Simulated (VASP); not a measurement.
Set up this calculation in VASP 6.6.1, as the native input.

| Quantity | Value |
| --- | --- |
| Task | relaxation of cell and atoms |
| Functional | PBE |
| Potentials or basis | VASP PAW PBE potentials, release 64 (Mg, Cd, Te) |
| Cutoff | 600 eV |
| k mesh | 6 × 6 × 2 |
| Occupations | gaussian, width 0.02 eV |
| Spin | no spin polarisation |
| Dipole correction | no |
| Further INCAR settings | ALGO = Normal; EDIFF = 1e-07; IBRION = 2; EDIFFG = -0.01; NSW = 100; ISIF = 3 |

The structure of MgCd5Te6 lies in POSCAR:

```
MgCd5Te6
1.0
    4.6644567950      0.0000000000      0.0000000000
   -2.3322283975      4.0395380793      0.0000000000
    0.0000000000      0.0000000000     22.8906652915
Mg Cd Te
1 5 6
Direct
    0.6666666667      0.3333333333      0.1656250726
    0.3333333333      0.6666666667      0.0021453674
    0.3333333333      0.6666666667      0.3317747345
    0.3333333333      0.6666666667      0.6667660814
    0.6666666667      0.3333333333      0.4991901967
    0.6666666667      0.3333333333      0.8343429746
    0.3333333333      0.6666666667      0.1274540847
    0.3333333333      0.6666666667      0.4570520228
    0.3333333333      0.6666666667      0.7921633681
    0.6666666667      0.3333333333      0.2891945095
    0.6666666667      0.3333333333      0.6245644055
    0.6666666667      0.3333333333      0.9597271621
```

The input as run:

INCAR

```
ALGO     = Normal         # electronic algorithm
EDIFF    = 1E-7           # SCF threshold, eV
EDIFFG   = -0.01          # ionic threshold
ENCUT    = 600            # plane-wave cutoff, eV
GGA      = PE             # functional
IBRION   = 2              # ionic algorithm
ISIF     = 3              # what is computed and relaxed
ISMEAR   = 0              # smearing method
KPAR     = 4            
LASPH    = True           # aspherical terms in the spheres
LCHARG   = False          # write CHGCAR
LREAL    = False          # projectors in reciprocal space
LWAVE    = False          # write WAVECAR
NELM     = 80             # most SCF steps
NSW      = 100            # ionic steps
PREC     = Accurate       # precision mode
SIGMA    = 0.02           # smearing width, eV
```

KPOINTS

```
k-points
0
Gamma
  6 6 2
```

Potentials or basis: VASP PAW PBE potentials, release 64 (Mg, Cd, Te).

Launch:

```sh
$ cat potpaw_PBE.64/Mg/POTCAR potpaw_PBE.64/Cd/POTCAR potpaw_PBE.64/Te/POTCAR > POTCAR
$ mpirun -np 4 vasp_std > vasp.out
```

Results of the run:

- Relaxed volume: 36.04 Å³/atom
- Relaxed cell: a = 4.668 Å, b = 4.668 Å, c = 22.910 Å, α = 90.00°, β = 90.00°, γ = 120.00°
- Space group after relaxing (to 0.1 Å): P3m1 (No. 156)
- Energy gained by relaxing: 0.0 meV/atom
- Ionic steps: 7
- Pressure after relaxing: 0.0 GPa
- Largest force after relaxing: 0.009 eV/Å
- Band gap on the k mesh: 0.79 eV

Caveat: semilocal functionals underestimate gaps, and a narrow one can read as zero; spin-orbit coupling is left out, which moves the levels of the heavy elements.

It took 18 min on 4 MPI ranks on Intel(R) Xeon(R) Platinum 8259CL CPU @ 2.50GHz (Skylake/Cascade Lake) (shared host), peak memory 0.97 GiB a rank.
